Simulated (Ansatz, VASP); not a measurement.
## Ga3Sb: VASP beside Ansatz

```
Ga Sb
1.0
    -2.21658    2.21658    4.07938
     2.21658   -2.21658    4.07938
     2.21658    2.21658   -4.07938
Ga Sb
3 1
Direct
  0.75000 0.25000 0.50000
  0.25000 0.75000 0.50000
  0.50000 0.50000 0.00000
  0.00000 0.00000 0.00000
```

Alike in both runs: task single point; functional PBE; dispersion D3(BJ); k mesh 14 × 14 × 14; occupations gaussian, width 0.15 eV; no spin polarisation.

```csv
,VASP,Ansatz
version,VASP 6.6.1,Ansatz 0.2.0
potentials or method,"VASP PAW PBE potentials, release 64 (Ga_d, Sb), cutoff 520 eV","scalar-relativistic, plane waves, PAW"
valence electrons in the cell,44,54
```

|  | VASP | Ansatz | Ansatz less VASP |
| --- | --- | --- | --- |
| gap on the k mesh at the Fermi level (eV) | none | none | - |
| pressure (GPa) | 2.3 | 2.3 | 0.00 |
| traceless stress, the component that is largest in VASP (GPa) | -0.10 | -0.11 | -0.012 |

A gap of «none» marks a metal or a gap that the smearing closes. VASP's potentials hold 44 valence electrons a cell and Ansatz's 54, so a difference there can come from the potentials and not from the codes.

Spin-orbit coupling is off throughout.
